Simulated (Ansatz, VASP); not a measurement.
**Two plane-wave programs on NaI**

```
CELL_PARAMETERS angstrom
-2.21451 2.21451 8.36377
2.21451 -2.21451 8.36377
2.21451 2.21451 -8.36377
ATOMIC_POSITIONS crystal
Na 0.25000 0.75000 0.50000
Na 0.50000 0.50000 0.00000
I 0.75000 0.25000 0.50000
I 0.00000 0.00000 0.00000
```

Alike in both runs: task single point; functional PBE; k mesh 2 × 2 × 2; occupations gaussian, width 0.1 eV; no spin polarisation.

|  | VASP | Ansatz |
| --- | --- | --- |
| version | VASP 6.6.1 | Ansatz 0.2.0 |
| potentials or method | VASP PAW PBE potentials, release 64 (Na_pv, I), cutoff 520 eV | scalar-relativistic, plane waves, PAW |
| valence electrons in the cell | 28 | 52 |

|  | VASP | Ansatz | Ansatz less VASP |
| --- | --- | --- | --- |
| gap on the k mesh at the Fermi level (eV) | 3.06 | 3.06 | +0.001 |
| least direct gap on the mesh (eV) | 3.06 | 3.06 | +0.001 |
| pressure (GPa) | 1.1 | 1.1 | -0.01 |
| traceless stress, the component that is largest in VASP (GPa) | -1.06 | -1.05 | +0.013 |

With one functional, cell and mesh, what is left measures potentials, basis and numerics. VASP's potentials hold 28 valence electrons a cell and Ansatz's 52, so a difference there can come from the potentials and not from the codes. Ansatz's warnings: force scf threshold loose, stress scf threshold loose.

The k mesh is coarse, so the values compare programs but aren't converged. Spin-orbit coupling is off throughout.
